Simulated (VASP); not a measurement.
Set up this calculation in VASP 6.6.1, as the native input.

```
Task                   : single point
Functional             : LDA
Potentials or basis    : VASP PAW LDA potentials, release 64 (As)
Cutoff                 : 520 eV
k mesh                 : 14 × 14 × 4
Occupations            : fermi-dirac, width 0.1 eV
Spin                   : no spin polarisation
Dipole correction      : no
Further INCAR settings : ALGO = Normal; EDIFF = 1e-06; NBANDS = 18
```

The structure of As lies in POSCAR:

```
As
1.0
    2.9169839469      0.0000000000      0.0000000000
   -1.4584919734      2.5261822005      0.0000000000
    0.0000000000      0.0000000000      9.8361270019
As
4
Direct
    1.0000000000      1.0000000000      1.0000000000
    1.0000000000      0.0000000000      0.5000000000
    0.3333333333      0.6666666667      0.2500000000
    0.6666666667      0.3333333333      0.7500000000
```

These files were run (other wordings do the same):

INCAR

```
ALGO = Normal ; EDIFF = 1E-6
ENCUT = 520 ; GGA = CA
ISIF = 2 ; ISMEAR = -1
LASPH = T ; LCHARG = F
LREAL = F ; LWAVE = F
NBANDS = 18 ; NELM = 60
PREC = Accurate ; SIGMA = 0.1
```

KPOINTS

```
k-points
0
Gamma
  14 14 4
```

Potentials or basis: VASP PAW LDA potentials, release 64 (As).

Launch:

```console
$ cat potpaw_LDA.64/As/POTCAR > POTCAR
$ mpirun -np 1 vasp_std > vasp.out
```

It gave:

```
Pressure               : 0.1 GPa
Band gap on the k mesh : zero (band 10 reaches 12.46 eV, above the bottom of band 11 at 4.38 eV)
```

Wall time 24 s on 1 thread of Intel(R) Xeon(R) 6975P-C (Granite Rapids) (shared host), peak memory 0.21 GiB.
